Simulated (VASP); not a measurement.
Wanted: the native input for a VASP 6.6.1 run.

```yaml
Task: single point
Functional: PBE
Potentials_or_basis: VASP PAW PBE potentials, release 64 (Ir, Cl)
Cutoff: 520 eV
k_mesh: 10 × 10 × 1
Occupations: gaussian, width 0.1 eV
Spin: no spin polarisation
Dipole_correction: yes
Further_INCAR_settings: ALGO = Normal; EDIFF = 1e-06; NBANDS = 25
```

The structure of Ir3Cl lies in POSCAR:

```
Ir3Cl
1.0
    2.7367600872      0.0000000000      0.0000000000
    0.0000000000      2.7367600872      0.0000000000
    0.0000000000      0.0000000000     19.1883373024
Ir Cl
3 1
Direct
    0.5000000000      0.5000000000      0.2084599586
    0.0000000000      0.0000000000      0.3045662598
    0.5000000000      0.5000000000      0.4006776190
    0.8333333333      0.8333333333      0.5107372350
```

These files were run (other wordings do the same):

INCAR

```
SYSTEM = Ir3Cl
ALGO = Normal ; DIPOL = 0.5 0.5 0.356
EDIFF = 1E-6 ; ENCUT = 520
GGA = PE ; IDIPOL = 3
ISIF = 2 ; ISMEAR = 0
LASPH = .TRUE. ; LCHARG = .FALSE.
LDIPOL = .TRUE. ; LREAL = .FALSE.
LWAVE = .FALSE. ; NBANDS = 25
NELM = 100 ; PREC = Accurate
SIGMA = 0.1
```

KPOINTS

```
k-points
0
G
  10 10 1
  0 0 0
```

Potentials or basis: VASP PAW PBE potentials, release 64 (Ir, Cl).

Command:

```sh
$ cat potpaw_PBE.64/Ir/POTCAR potpaw_PBE.64/Cl/POTCAR > POTCAR
$ mpirun -np 1 vasp_std > vasp.out
```

It gave:

| Quantity | Value |
| --- | --- |
| Largest force | 0.304 eV/Å |
| Band gap on the k mesh | zero (bands 17 and 18 overlap by 1.81 eV) |

Caveat: spin-orbit coupling is left out, which moves the levels of the heavy elements.

Wall time 96 s on 1 thread of Intel(R) Xeon(R) 6975P-C (Granite Rapids) (shared host), peak memory 0.28 GiB.
